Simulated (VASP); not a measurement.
The system is BAs.

```
B As
1.0
     0.00000    2.38850    2.38850
     2.38850    0.00000    2.38850
     2.38850    2.38850    0.00000
B As
1 1
Direct
  0.00000 0.00000 0.00000
  0.25000 0.25000 0.25000
```

Base run:

* Program: VASP 6.6.1
* Functional: PBE
* Potentials or basis: VASP PAW PBE potentials, release 64 (B, As)
* Cutoff: 520 eV
* k mesh: 8 × 8 × 8
* Occupations: gaussian, width 0.01 eV
* Spin: no spin polarisation

Its results: band gap on the k mesh 1.19 eV, indirect (least direct gap 3.28 eV); pressure 3.4 GPa.

Problem. After a change of settings the same cell gave: band gap on the k mesh 1.14 eV, indirect (least direct gap 3.25 eV); pressure -3.1 GPa. Which change was it?
A. functional from PBE to PBEsol; further incar settings from ALGO = Normal; EDIFF = 1e-06; NBANDS = 11 to ALGO = Normal; EDIFF = 1e-07; NBANDS = 11
B. functional from PBE to LDA; potentials or basis from VASP PAW PBE potentials, release 64 (B, As) to VASP PAW LDA potentials, release 64 (B, As)
C. functional from PBE to BLYP; further incar settings from ALGO = Normal; EDIFF = 1e-06; NBANDS = 11 to ALGO = Normal; EDIFF = 1e-07; NBANDS = 11
D. functional from PBE to revPBE; further incar settings from ALGO = Normal; EDIFF = 1e-06; NBANDS = 11 to ALGO = Normal; EDIFF = 1e-07; NBANDS = 11

Solution. B.
